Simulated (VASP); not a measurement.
Al: single point with PBE0

Crystal: Al.

```xyz
1
Lattice="0.0000 2.0199 2.0199 2.0199 0.0000 2.0199 2.0199 2.0199 0.0000" Properties=species:S:1:pos:R:3 pbc="T T T"
Al    0.0000    0.0000    0.0000
```

```
Program             : VASP 6.6.1
Task                : single point
Functional          : PBE0
Potentials or basis : VASP PAW PBE potentials, release 64 (Al)
Cutoff              : 520 eV
k mesh              : 9 × 9 × 9
Occupations         : fermi-dirac, width 0.05 eV
Spin                : no spin polarisation
```

```json
{
 "Pressure": "-0.8 GPa"
}
```

Levels at points of the mesh, in eV from the Fermi level:
| k point | band 1 | band 2 | band 3 | band 4 | band 5 |
| --- | --- | --- | --- | --- | --- |
| (0.00, 0.00, 0.00) | -13.20 | 14.06 | 14.06 | 14.06 | 15.59 |

Wall time 5.6 min on 1 thread of Intel Xeon 6975P-C, on a shared host, peak memory 0.15 GiB.

Caveat: the PAW data sets were made with another functional, which shifts forces and pressure a little.
